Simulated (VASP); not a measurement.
# Pt (Fmmm) in VASP: further runs

The runs below take Pt through single point, with LDA.

Program: VASP 6.6.1. These are calculated values, not measurements. Logs are shortened: lines on timing, memory, paths and dates and some standing lists are left out, and cuts for length are marked.

## 1. The cell of the first run

Symmetry: Fmmm, No. 69, orthorhombic system. Conventional cell: a = 3.826 Å, b = 3.894 Å, c = 4.108 Å, α = 90.00°, β = 90.00°, γ = 90.00°. Pt (site symmetry mmm) has 12 Pt at 2.73 to 2.83 Å within 3.6 Å.

## 2. Single point, LDA (normal strain along x +0.0550, normal strain along z -0.0175)

Input file INCAR:

```
PREC     = Accurate       # precision mode
ENCUT    = 520            # plane-wave cutoff, eV
EDIFF    = 1E-6           # SCF threshold, eV
ISMEAR   = 0              # smearing method
SIGMA    = 0.15           # smearing width, eV
LREAL    = F              # projectors in reciprocal space
LASPH    = T              # aspherical terms in the spheres
NELM     = 80             # most SCF steps
ALGO     = Fast           # electronic algorithm
ISIF     = 2              # what is computed and relaxed
LWAVE    = F              # write WAVECAR
LCHARG   = F              # write CHGCAR
NBANDS   = 11             # bands
```

Input file KPOINTS:

```
regular mesh
0
Gamma
  20 20 20
```

Input file POSCAR:

```
Pt
1.0
    0.0000000000      1.9468328700      1.9127632948
    2.0539086778      0.0000000000      1.9127632948
    2.0539086778      1.9468328700      0.0000000000
Pt
1
Direct
    0.0000000000      0.0000000000      0.0000000000
```

Potentials or basis: VASP PAW LDA potentials, release 64 (Pt).

Command:

```console
> cat potpaw_LDA.64/Pt/POTCAR > POTCAR
> mpirun -np 1 vasp_std > vasp.out
```

OUTCAR:

```text
PREC = Accurate
   ENCUT = 520
   EDIFF = 1E-6
   ISMEAR = 0
   LREAL = F
   LASPH = T
   NELM = 80
   ISIF = 2

 ion  position               nearest neighbor table
   1  0.000  0.000  0.000-

  LATTYP: Found a face centered orthorhombic cell.
 ALAT       =     3.8255265896
 B/A-ratio  =     1.0178117048
 C/A-ratio  =     1.0737913486

  Lattice vectors:

 A1 = (   2.0539086778,  -1.9468328700,   0.0000000000)
 A2 = (   2.0539086778,   0.0000000000,   1.9127632948)
 A3 = (   0.0000000000,  -1.9468328700,   1.9127632948)

Analysis of symmetry for initial positions (statically):
=====================================================================
 Subroutine PRICEL returns:
 Original cell was already a primitive cell.

 Routine SETGRP: Setting up the symmetry group for a
 face centered orthorhombic supercell.

 Subroutine GETGRP returns: Found  8 space group operations
 (whereof  8 operations were pure point group operations)
 out of a pool of  8 trial point group operations.

The static configuration has the point symmetry D_2h.

Analysis of symmetry for dynamics (positions and initial velocities):
=====================================================================
 Subroutine PRICEL returns:
 Original cell was already a primitive cell.

 Routine SETGRP: Setting up the symmetry group for a
 face centered orthorhombic supercell.

 Subroutine GETGRP returns: Found  8 space group operations
 (whereof  8 operations were pure point group operations)
 out of a pool of  8 trial point group operations.

The dynamic configuration has the point symmetry D_2h.

 Subroutine INISYM returns: Found  8 space group operations
 (whereof  8 operations are pure point group operations),
 and found     1 'primitive' translations

----------------------------------------------------------------------------------------

                                     Primitive cell

  volume of cell :      15.2968

  direct lattice vectors                    reciprocal lattice vectors
     0.000000000  1.946832870  1.912763295    -0.243438282  0.256827388  0.261401921
     2.053908678  0.000000000  1.912763295     0.243438282 -0.256827388  0.261401921
     2.053908678  1.946832870  0.000000000     0.243438282  0.256827388 -0.261401921

  length of vectors
     2.729252946  2.806635758  2.829964502     0.439947120  0.439947120  0.439947120

  position of ions in fractional coordinates (direct lattice)
     0.000000000  0.000000000  0.000000000

  ion indices of the primitive-cell ions
   primitive index   ion index
                 1           1
[... 74 lines left out ...]
   EDIFFG = 0.1E-04   stopping-criterion for IOM
   NSW    =      0    number of steps for IOM
   IBRION =     -1    ionic relax: 0-MD 1-quasi-New 2-CG
   NFREE  =      0    steps in history (QN), initial steepest desc. (CG)
   ISIF   =      2    stress and relaxation
   ISYM   =      2    0-nonsym 1-usesym 2-fastsym
   POTIM  = 0.5000    time-step for ionic-motion
   TEBEG  =    0.0;   TEEND  =   0.0 temperature during run
   PSTRESS=    0.0 pullay stress
   NELECT =      10.0000    total number of electrons
   NUPDOWN=      -1.0000    fix difference up-down
   EMIN   =  10.00;   EMAX   =-10.00  energy-range for DOS
   EFERMI =   0.00;   METHOD = LEGACY
   ISMEAR =     0;   SIGMA  =   0.15  broadening in eV -4-tet -1-fermi 0-gaus
   EFERMI_NEDOS =   21; number of points for ismear=-14 and -15
   IALGO  =     68    algorithm
   IMIX   =      4    mixing-type and parameters
     AMIX     =   0.40;   BMIX     =  1.00
     AMIX_MAG =   1.60;   BMIX_MAG =  1.00
  volume/ion in A,a.u.               =      15.30       103.23
  Fermi-wavevector in a.u.,A,eV,Ry     =   1.420827  2.684973 27.466747  2.018749
  Thomas-Fermi vector in A             =   2.541701
   LORBIT       =      0    0 simple, 1 ext, 2 COOP (PROOUT), +10 PAW based schemes
   GGA     = CA    functional components
   LHFCALC =     F    Hartree Fock is set to
   AEXX    =    0.0000 exact exchange contribution
   IVDW    =     0    specifies the selected vdW correction
   LEPSILON=     F    determine dielectric tensor
   LRPA    =     F    only Hartree local field effects (RPA)
 non-spin polarized calculation
 RMM-DIIS sequential band-by-band and
 Gauss-broadening in eV      SIGMA  =   0.15
  energy-cutoff  :      520.00
  volume of cell :       15.30
 maximum number of plane-waves:       424
   NGX = 11   NGY = 11   NGZ = 11

 number of electron      10.0000001 magnetization

 Free energy of the ion-electron system (eV)
  ---------------------------------------------------
  ext. energy  EPLUGINS =         0.00000000
  ---------------------------------------------------
  free energy    TOTEN  =        -7.48799379 eV

  energy without entropy =       -7.46754539  energy(sigma->0) =       -7.47776959

 E-fermi :  10.8513     XC(G=0): -13.6038

 val. band max:       10.8511895945   @ k =   0.3500   0.4000   0.0500
 cond. band min:      10.8521525517   @ k =   0.4000  -0.2500   0.3500
 fundamental gap:      0.0009629572
 Fermi energy:        10.8512715142

 k-point     1 :       0.0000    0.0000    0.0000
  band No.  band energies     occupation
      1       0.7777      2.00000
      2       6.6516      2.00000
      3       7.3140      2.00000
      4       7.5034      2.00000
      5       8.8012      2.00000
      6       9.7043      2.00000
      7      25.5944      0.00000
      8      29.3763      0.00000
      9      30.6473      0.00000
     10      31.1279      0.00000
     11      35.8599      0.00000
[... 309 lines left out ...]
 k-point    24 :      -0.3500    0.0500    0.0000
  band No.  band energies     occupation
      1       3.6710      2.00000
      2       6.9322      2.00000
      3       7.5939      2.00000
      4       8.0686      2.00000
      5      10.1295      2.00000
      6      10.6595      1.92933
      7      19.9642      0.00000
      8      25.9191      0.00000
      9      30.4980      0.00000
     10      31.6212      0.00000
     11      36.1324      0.00000

 [... further k-points ...]
[... 5 lines left out ...]
  --------------------------------------------------------------------------------------
  -------------------------------------------------------------------------------------
  Total       -1.2745678     -0.6494327     -0.5760590      0.0000000     -0.0000000      0.0000000
  in kB     -133.4973033    -68.0211064    -60.3359972      0.0000000     -0.0000000      0.0000000
  external PRESSURE =     -87.2848023 kB  Pullay stress =       0.0000000 kB

 VOLUME and BASIS-vectors are now :
 -----------------------------------------------------------------------------
  energy-cutoff  :      520.00
  volume of cell :       15.30
      direct lattice vectors                 reciprocal lattice vectors
     0.000000000  1.946832870  1.912763295    -0.243438282  0.256827388  0.261401921
     2.053908678  0.000000000  1.912763295     0.243438282 -0.256827388  0.261401921
     2.053908678  1.946832870  0.000000000     0.243438282  0.256827388 -0.261401921

 POSITION                                       TOTAL-FORCE (eV/Angst)
 -----------------------------------------------------------------------------------
      0.00000      0.00000      0.00000         0.000000      0.000000     -0.000000
 -----------------------------------------------------------------------------------
    total drift:                               -0.000000     -0.000000     -0.000000

  FREE ENERGIE OF THE ION-ELECTRON SYSTEM (eV)
  ---------------------------------------------------
  free  energy   TOTEN  =        -7.4879937914 eV

  energy  without entropy=       -7.4675453923  energy(sigma->0) =       -7.47776959
```

OSZICAR:

```text
N       E                     dE             d eps       ncg     rms          rms(c)
DAV:   1     0.387237901940E+02    0.38724E+02   -0.53623E+03 26308   0.845E+02
DAV:   2    -0.730226373470E+01   -0.46026E+02   -0.44100E+02 29141   0.177E+02
DAV:   3    -0.792253040727E+01   -0.62027E+00   -0.61497E+00 29920   0.195E+01
DAV:   4    -0.792497210430E+01   -0.24417E-02   -0.24415E-02 29525   0.144E+00
DAV:   5    -0.792499155644E+01   -0.19452E-04   -0.19450E-04 30033   0.119E-01    0.127E+01
RMM:   6    -0.753151166557E+01    0.39348E+00   -0.40345E-01 25737   0.530E+00    0.652E+00
RMM:   7    -0.749228517650E+01    0.39226E-01   -0.62573E-02 26959   0.223E+00    0.256E+00
RMM:   8    -0.748822200807E+01    0.40632E-02   -0.78015E-03 27276   0.810E-01    0.571E-01
RMM:   9    -0.748798206862E+01    0.23994E-03   -0.89795E-04 29287   0.255E-01    0.734E-02
RMM:  10    -0.748799647768E+01   -0.14409E-04   -0.13552E-04 29276   0.886E-02    0.797E-02
RMM:  11    -0.748799501091E+01    0.14668E-05   -0.17225E-05 29654   0.286E-02    0.154E-02
RMM:  12    -0.748799365899E+01    0.13519E-05   -0.70866E-06 27330   0.202E-02    0.573E-03
RMM:  13    -0.748799379141E+01   -0.13242E-06   -0.13323E-06 20041   0.723E-03
   1 F= -.74879938E+01 E0= -.74777696E+01  d E =-.204484E-01
```

stdout:

```text
POSCAR found type information on POSCAR Pt
 POSCAR found :  1 types and       1 ions
 scaLAPACK will be used
 LDA part: xc-table for (Slater(with rela. corr.)+CA(PZ))
 , standard interpolation
 POSCAR, INCAR and KPOINTS ok, starting setup
 FFT: planning ... GRIDC
 FFT: planning ... GRID_SOFT
 FFT: planning ... GRID
 WAVECAR not read
 entering main loop
```

Run time: 6.6 min. Hardware: 1 thread of Intel Xeon 8259CL, shared host; peak memory 0.27 GiB.

Results:

```
Free energy            : -7.4880 eV
Pressure               : -8.7 GPa
Band gap on the k mesh : zero (bands 5 and 6 overlap by 2.47 eV)
```

Caveat: the cell differs from its parent crystal (normal strain along x +0.0550, normal strain along z -0.0175); the stress differs along the axes, from -13 to -6 GPa; spin-orbit coupling is left out, which moves the levels of the heavy elements.

## 3. Single point, LDA (normal strain along x +0.0275, normal strain along z +0.0175)

Input file INCAR:

```
SYSTEM = Pt
PREC     = Accurate       ! precision mode
ENCUT    = 520            ! plane-wave cutoff, eV
EDIFF    = 1E-7           ! SCF threshold, eV
ISMEAR   = 0              ! smearing method
SIGMA    = 0.15           ! smearing width, eV
LREAL    = .False.        ! projectors in reciprocal space
LASPH    = .True.         ! aspherical terms in the spheres
NELM     = 60             ! most SCF steps
ALGO     = Fast           ! electronic algorithm
ISIF     = 2              ! what is computed and relaxed
LWAVE    = .False.        ! write WAVECAR
LCHARG   = .False.        ! write CHGCAR
GGA      = CA             ! functional
NBANDS   = 11             ! bands
```

Input file KPOINTS:

```
Automatic mesh
0
Gamma
  20 20 20
  0 0 0
```

Input file POSCAR:

```
Pt
1.0
    0.0000000000      1.9468328700      1.9809024452
    2.0003707739      0.0000000000      1.9809024452
    2.0003707739      1.9468328700      0.0000000000
Pt
1
Direct
    0.0000000000      0.0000000000      0.0000000000
```

Potentials or basis: VASP PAW LDA potentials, release 64 (Pt).

Command:

```console
> cat potpaw_LDA.64/Pt/POTCAR > POTCAR
> mpirun -np 1 vasp_std > vasp.out
```

OUTCAR:

```text
SYSTEM = Pt
   PREC = Accurate
   ENCUT = 520
   EDIFF = 1E-7
   ISMEAR = 0
   LREAL = .False.
   LASPH = .True.
   NELM = 60
   ISIF = 2
   GGA = CA

 ion  position               nearest neighbor table
   1  0.000  0.000  0.000-

  LATTYP: Found a face centered orthorhombic cell.
 ALAT       =     3.8936657400
 B/A-ratio  =     1.0175000000
 C/A-ratio  =     1.0275000000

  Lattice vectors:

 A1 = (  -2.0003707739,   0.0000000000,  -1.9809024452)
 A2 = (  -2.0003707739,   1.9468328700,   0.0000000000)
 A3 = (   0.0000000000,   1.9468328700,  -1.9809024452)

Analysis of symmetry for initial positions (statically):
=====================================================================
 Subroutine PRICEL returns:
 Original cell was already a primitive cell.

 Routine SETGRP: Setting up the symmetry group for a
 face centered orthorhombic supercell.

 Subroutine GETGRP returns: Found  8 space group operations
 (whereof  8 operations were pure point group operations)
 out of a pool of  8 trial point group operations.

The static configuration has the point symmetry D_2h.

Analysis of symmetry for dynamics (positions and initial velocities):
=====================================================================
 Subroutine PRICEL returns:
[... 161 lines left out ...]
 fundamental gap:      0.0045148103
 Fermi energy:        10.7019495437

 k-point     1 :       0.0000    0.0000    0.0000
  band No.  band energies     occupation
      1       0.7071      2.00000
      2       6.8804      2.00000
      3       6.9967      2.00000
      4       7.1925      2.00000
      5       8.9703      2.00000
      6       9.2885      2.00000
      7      25.3947      0.00000
      8      29.8761      0.00000
      9      30.1109      0.00000
     10      30.5499      0.00000
     11      35.5592      0.00000
[... 309 lines left out ...]
 k-point    24 :      -0.3500    0.0500   -0.0000
  band No.  band energies     occupation
      1       3.5898      2.00000
      2       6.9999      2.00000
      3       7.2990      2.00000
      4       7.9456      2.00000
      5       9.9412      2.00000
      6      10.5886      1.71466
      7      19.6312      0.00000
      8      25.8031      0.00000
      9      29.9230      0.00000
     10      31.6062      0.00000
     11      35.7833      0.00000

 [... further k-points ...]
[... 5 lines left out ...]
  --------------------------------------------------------------------------------------
  -------------------------------------------------------------------------------------
  Total       -1.1985153     -0.9712588     -1.0969942      0.0000000      0.0000000      0.0000000
  in kB     -124.4577363   -100.8586798   -113.9154551      0.0000000      0.0000000      0.0000000
  external PRESSURE =    -113.0772904 kB  Pullay stress =       0.0000000 kB

 VOLUME and BASIS-vectors are now :
 -----------------------------------------------------------------------------
  energy-cutoff  :      520.00
  volume of cell :       15.43
      direct lattice vectors                 reciprocal lattice vectors
     0.000000000  1.946832870  1.980902445    -0.249953662  0.256827388  0.252410209
     2.000370774  0.000000000  1.980902445     0.249953662 -0.256827388  0.252410209
     2.000370774  1.946832870  0.000000000     0.249953662  0.256827388 -0.252410209

 POSITION                                       TOTAL-FORCE (eV/Angst)
 -----------------------------------------------------------------------------------
      0.00000      0.00000      0.00000         0.000000      0.000000     -0.000000
 -----------------------------------------------------------------------------------
    total drift:                                0.000000      0.000000      0.000000

  FREE ENERGIE OF THE ION-ELECTRON SYSTEM (eV)
  ---------------------------------------------------
  free  energy   TOTEN  =        -7.4916819231 eV

  energy  without entropy=       -7.4712736088  energy(sigma->0) =       -7.48147777
```

OSZICAR:

```text
N       E                     dE             d eps       ncg     rms          rms(c)
DAV:   1     0.386977410662E+02    0.38698E+02   -0.53268E+03 26052   0.841E+02
DAV:   2    -0.729529151172E+01   -0.45993E+02   -0.44129E+02 29315   0.177E+02
DAV:   3    -0.793069627497E+01   -0.63540E+00   -0.63001E+00 29920   0.197E+01
DAV:   4    -0.793316465595E+01   -0.24684E-02   -0.24682E-02 29428   0.145E+00
DAV:   5    -0.793318433255E+01   -0.19677E-04   -0.19676E-04 29975   0.121E-01    0.124E+01
RMM:   6    -0.753397421116E+01    0.39921E+00   -0.41806E-01 25735   0.538E+00    0.635E+00
RMM:   7    -0.749591590794E+01    0.38058E-01   -0.61575E-02 26891   0.221E+00    0.255E+00
RMM:   8    -0.749191650804E+01    0.39994E-02   -0.76315E-03 27194   0.800E-01    0.574E-01
RMM:   9    -0.749166989455E+01    0.24661E-03   -0.90270E-04 29128   0.256E-01    0.707E-02
RMM:  10    -0.749168467793E+01   -0.14783E-04   -0.13541E-04 29150   0.883E-02    0.792E-02
RMM:  11    -0.749168286720E+01    0.18107E-05   -0.16533E-05 30638   0.283E-02    0.160E-02
RMM:  12    -0.749168176089E+01    0.11063E-05   -0.64396E-06 28259   0.190E-02    0.613E-03
RMM:  13    -0.749168189382E+01   -0.13293E-06   -0.13409E-06 27450   0.698E-03    0.687E-03
RMM:  14    -0.749168192311E+01   -0.29297E-07   -0.16404E-07 20260   0.268E-03
   1 F= -.74916819E+01 E0= -.74814778E+01  d E =-.204083E-01
```

stdout:

```text
POSCAR found type information on POSCAR Pt
 POSCAR found :  1 types and       1 ions
 scaLAPACK will be used
 LDA part: xc-table for (Slater(with rela. corr.)+CA(PZ))
 , standard interpolation
 POSCAR, INCAR and KPOINTS ok, starting setup
 FFT: planning ... GRIDC
 FFT: planning ... GRID_SOFT
 FFT: planning ... GRID
 WAVECAR not read
 entering main loop
```

Wall time 7.9 min (1 thread of Intel Xeon 8259CL, shared host); peak memory 0.28 GiB.

What came out:

```
Free energy            : -7.4917 eV
Pressure               : -11.3 GPa
Band gap on the k mesh : zero (bands 5 and 6 overlap by 2.20 eV)
```

Caveat: the cell differs from its parent crystal (normal strain along x +0.0275, normal strain along z +0.0175); the cell stands under tension; spin-orbit coupling is left out, which moves the levels of the heavy elements.

## 4. Single point, LDA (normal strain along x +0.0275, normal strain along z +0.0350)

Input file INCAR:

```
SYSTEM = Pt
ALGO = Fast ; EDIFF = 1E-6
ENCUT = 520 ; GGA = CA
ISIF = 2 ; ISMEAR = 0
LASPH = .TRUE. ; LCHARG = .TRUE.
LELF = .TRUE. ; LREAL = .FALSE.
LVHAR = .TRUE. ; LWAVE = .FALSE.
NBANDS = 11 ; NELM = 100
PREC = Accurate ; SIGMA = 0.15
```

Input file KPOINTS:

```
k-points
0
G
  20 20 20
  0 0 0
```

Input file POSCAR:

```
Pt
1.0
    0.0000000000      1.9468328700      2.0149720204
    2.0003707739      0.0000000000      2.0149720204
    2.0003707739      1.9468328700      0.0000000000
Pt
1
Direct
    0.0000000000      0.0000000000      0.0000000000
```

Command:

```console
> cat potpaw_LDA.64/Pt/POTCAR > POTCAR
> mpirun -np 1 vasp_std > vasp.out
```

Run time: 7.7 min. Hardware: 1 thread of Intel Xeon 8259CL, shared host; peak memory 0.28 GiB.

It converged, with:

```
Free energy            : -7.4688 eV
Pressure               : -15.2 GPa
Band gap on the k mesh : zero (bands 5 and 6 overlap by 2.19 eV)
```

Stress tensor (GPa, compression positive):
```
-15.60   0.00   0.00
  0.00 -13.77   0.00
  0.00   0.00 -16.37
```

Levels at points of the mesh, in eV from the Fermi level:
```tsv
k point	band 1	band 2	band 3	band 4	band 5	band 6	band 7	band 8	band 9	band 10
(0.00, 0.00, 0.00)	-9.81	-3.73	-3.64	-3.35	-1.73	-1.33	14.75	19.10	19.26	19.93
(0.50, 0.00, 0.00)	-6.95	-3.80	-3.44	-0.32	-0.05	0.12	5.53	14.26	18.31	18.96
(0.50, 0.50, 0.00)	-6.69	-6.24	0.02	0.32	0.55	1.58	8.10	11.38	11.54	19.93
(0.50, 0.00, 0.50)	-6.63	-6.24	0.00	0.43	0.50	2.23	8.95	10.83	10.86	19.43
(0.00, 0.50, 0.50)	-6.68	-6.24	0.01	0.29	0.59	1.72	8.28	11.24	11.43	19.84
```

Caveat: the cell differs from its parent crystal (normal strain along x +0.0275, normal strain along z +0.0350); the cell stands under tension; spin-orbit coupling is left out, which moves the levels of the heavy elements.

## 5. The runs side by side

| cell | further INCAR settings | gap on the mesh (eV) | pressure (GPa) |
| --- | --- | --- | --- |
| a = 2.729, b = 2.807, c = 2.830 Å, angles 57.9, 60.6, 61.5°, 1 atom | ALGO = Fast; EDIFF = 1e-06; NBANDS = 11 | none | -8.7 |
| a = 2.777, b = 2.815, c = 2.791 Å, angles 59.4, 60.7, 59.9°, 1 atom | ALGO = Fast; EDIFF = 1e-07; NBANDS = 11 | none | -11.3 |
| a = 2.802, b = 2.839, c = 2.791 Å, angles 59.7, 61.0, 59.3°, 1 atom | ALGO = Fast; EDIFF = 1e-06; NBANDS = 11 | none | -15.2 |

Alike in all rows: task single point; level LDA; potentials or basis VASP PAW LDA potentials, release 64 (Pt); no spin polarisation; k mesh 20 × 20 × 20; cutoff (eV) 520; smearing gaussian 0.15 eV.

Caveats: spin-orbit coupling is left out, which moves the levels of the heavy elements; the cell stands under tension (at least some runs); the stress differs along the axes, from -13 to -6 GPa (at least some runs).

Total energies depend on the potentials used, so only differences within one code and one set of settings carry meaning.
